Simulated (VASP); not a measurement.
A run of VASP 6.6.1:

INCAR

```
SYSTEM = K7Br8
PREC     = Accurate       ! precision mode
ENCUT    = 520            ! plane-wave cutoff, eV
EDIFF    = 1E-6           ! SCF threshold, eV
ISMEAR   = 0              ! smearing method
SIGMA    = 0.02           ! smearing width, eV
LREAL    = Auto         
LASPH    = .TRUE.         ! aspherical terms in the spheres
NELM     = 60             ! most SCF steps
ALGO     = Normal         ! electronic algorithm
ISIF     = 2              ! what is computed and relaxed
LWAVE    = .FALSE.        ! write WAVECAR
LCHARG   = .TRUE.         ! write CHGCAR
LELF     = .TRUE.         ! ELF
LVHAR    = .TRUE.       
NELECT   = 120.0        
NBANDS   = 72             ! bands
```

File KPOINTS:

```
regular mesh
0
G
  2 2 2
  0 0 0
```

POSCAR

```
K7Br8
1.0
    0.0000000000      6.3712539702     -6.3712539702
    6.3712539702      6.3712539702      0.0000000000
    6.3712539702      0.0000000000     -6.3712539702
K Br
7 8
Direct
    0.5000000023     -0.3908079966      0.5000000023
   -0.0270781075      0.0013530304      0.5163036218
    0.0270781075      0.4905785446      0.4836963829
    0.5163036218      0.0013530304     -0.0270781075
    0.4836963829      0.4905785446      0.0270781075
    0.0000000000      0.0316436923      0.0000000000
    0.0000000000      0.4798727243      0.0000000000
    0.2556355480      0.7616378224      0.2556353910
    0.2499095166      0.2247155751      0.2499095166
    0.7945927950      0.7570621926      0.2054072097
    0.7352206523      0.2612536728      0.2647793524
    0.2054072097      0.7570621926      0.7945927950
    0.2647792739      0.2612535943      0.7352207308
    0.7500904881      0.7245346084      0.7500904881
    0.7443646137      0.2729087568      0.7443644567
```

Potentials or basis: VASP PAW LDA potentials, release 64 (K_sv, Br).

Launch:

```sh
$ cat potpaw_LDA.64/K_sv/POTCAR potpaw_LDA.64/Br/POTCAR > POTCAR
$ mpirun -np 1 vasp_std > vasp.out
```

Hardware: 1 thread of Intel(R) Xeon(R) Platinum 8488C (Sapphire Rapids), with other jobs on the host.

**Question.** How long does it take, and how much memory?

**Answer.** Wall time 5.1 min on 1 thread of Intel(R) Xeon(R) Platinum 8488C (Sapphire Rapids) (shared host), peak memory 0.56 GiB. Counts: scf iterations 15, k points 5.
